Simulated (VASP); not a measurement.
Set up this calculation in VASP 6.6.1, as the native input.

```yaml
Task: single point
Functional: PBEsol
Potentials_or_basis: VASP PAW PBE potentials, release 64 (C, H)
Cutoff: 520 eV
k_mesh: 6 × 7 × 1
Occupations: gaussian, width 0.05 eV
Spin: collinear spin
Starting_moments: "[0.0, 0.0, 0.0, 0.0, 0.0, 0.0, 0.0, 0.0, 0.0, 0.0, 0.0, 0.0, 1.0] μB"
Dipole_correction: yes
Further_INCAR_settings: ALGO = Normal; EDIFF = 1e-06; NBANDS = 40
```

The structure of HC12 lies in POSCAR:

```
HC12
1.0
    4.9173188109      0.0000000000      0.0000000000
    0.6146780514      3.8391258797      0.0000000000
    0.0000000000      0.0000000000     20.2108743161
C H
12 1
Direct
    0.3590054871      0.1281660241      0.1979132588
    0.8590054871      0.1281660241      0.1979132588
    0.1025532572      0.1794433159      0.2316595767
    0.6025532572      0.1794433159      0.2316595767
    0.0897848593      0.2819706941      0.2991343083
    0.5897848593      0.2819706941      0.2991343083
    0.3334002075      0.3331078549      0.3318096857
    0.8334002075      0.3331078549      0.3318096857
    0.3193211503      0.4460785665      0.4022878746
    0.8193211503      0.4460785665      0.4022878746
    0.0634071465      0.4935789343      0.4309993808
    0.5634071465      0.4935789343      0.4309993808
    0.1884071465      1.2435789343      0.4700149081
```

The input as run:

INCAR

```
PREC = Accurate
ENCUT = 520
EDIFF = 1E-6
ISMEAR = 0
SIGMA = 0.05
LREAL = False
LASPH = True
NELM = 150
ALGO = Normal
ISIF = 2
LWAVE = False
LCHARG = False
ISPIN = 2
MAGMOM = 0 0 0 0 0 0 0 0 0 0 0 0 1
LORBIT = 11
LDIPOL = True
IDIPOL = 3
DIPOL = 0.5 0.5 0.328
GGA = PS
NBANDS = 40
```

KPOINTS

```
regular mesh
0
Gamma
  6 7 1
```

Potentials or basis: VASP PAW PBE potentials, release 64 (C, H).

Launch:

```bash
$ cat potpaw_PBE.64/C/POTCAR potpaw_PBE.64/H/POTCAR > POTCAR
$ mpirun -np 1 vasp_std > vasp.out
```

It gave:

| Item | Value |
| --- | --- |
| Largest force | 5.988 eV/Å |
| Band gap on the k mesh | 0.25 eV (least direct gap 0.55 eV) |
| Net moment | -1.00 μB per cell |
| Site moments | C -0.63, +0.03, +0.02, -0.09, -0.10, +0.09, -0.04, +0.19, +0.54 (each value once); H -0.01 μB |
| Valence electrons inside the program's atomic spheres | C 2.43, 2.63, 2.66, 2.62, 2.61, 2.65, 2.59, 2.53 (each value once); H 0.49 |

Caveat: the PAW data sets were made with another functional, which shifts forces and pressure a little.

Wall time 35 min on 1 thread of Oxide Virtual Turin-like Processor (shared host), peak memory 0.78 GiB.
